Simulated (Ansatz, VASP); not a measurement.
## One calculation of SiC, two programs

File INCAR:

```
  PREC = Accurate
  ENCUT = 520
  EDIFF = 1E-6
  ISMEAR = -1
  SIGMA = 0.02
  LREAL = F
  LASPH = T
  NELM = 80
  ALGO = Normal
  ISIF = 2
  LWAVE = F
  LCHARG = F
  GGA = PE
  NBANDS = 11
```

File KPOINTS:

```
regular mesh
0
Gamma
  10 10 10
```

POSCAR

```
SiC
1.0
    0.0000000000      2.1780523510      2.1998328745
    2.1780523510      0.0000000000      2.1998328745
    2.1780523510      2.1780523510      0.0000000000
Si C
1 1
Direct
    0.0000000000      0.0000000000      0.0000000000
    0.2500000000      0.2500000000      0.2500000000
```

Input for Ansatz:

```yaml
crystal:
  lattice:
    - [0.0, 2.178052351, 2.1998328745]
    - [2.178052351, 0.0, 2.1998328745]
    - [2.178052351, 2.178052351, 0.0]
  atoms:
    - { symbol: Si, position: [0.0, 0.0, 0.0] }
    - { symbol: C, position: [0.25, 0.25, 0.25] }
kpoints:
  mp_grid: { grid: [10, 10, 10] }
  band_path:
    path:
      - [0.0, 0.0, 0.0]
      - [-0.5, -0.5, 0.0]
      - [-0.375, -0.375, 0.25]
      - [-0.375, 0.0, 0.375]
      - [0.0, 0.0, 0.5]
      - [-0.5, -0.25, 0.25]
      - [0.0, 0.5, 0.5]
    npoints: 1
hamiltonian:
  xc: pbe
scf:
  occupations: { method: fermi_dirac, width: 0.02 }
  n_extra_bands: 4
output:
  forces: true
  stress: true
  eigenvalues: true
  write_density: true
  write_potential: true
  elf: true
  volumetric_format: npy
```

Change from the starting cell: uniaxial_z strain +1.0%.

Alike in both runs: task single point; functional PBE; k mesh 10 × 10 × 10; occupations fermi-dirac, width 0.02 eV; no spin polarisation.

```csv
,VASP,Ansatz
version,VASP 6.6.1,Ansatz 0.2.0
potentials or method,"VASP PAW PBE potentials, release 64 (Si, C)","plane waves, PAW"
plane-wave cutoff (eV),520,420
valence electrons in the cell,8,8
```

VASP gave:

| Property | Result |
| --- | --- |
| gap on the k mesh at the Fermi level (eV) | 1.31 |
| pressure (GPa) | 1.3 |
| traceless stress, the component that is largest in VASP (GPa) | -1.74 |

Question: Which values does Ansatz return?

Answer: gap on the k mesh at the Fermi level (eV): 1.31; pressure (GPa): 1.3; traceless stress, the component that is largest in VASP (GPa): -1.73.

The functional is the same, so the differences come from potentials, cutoffs and numerics.
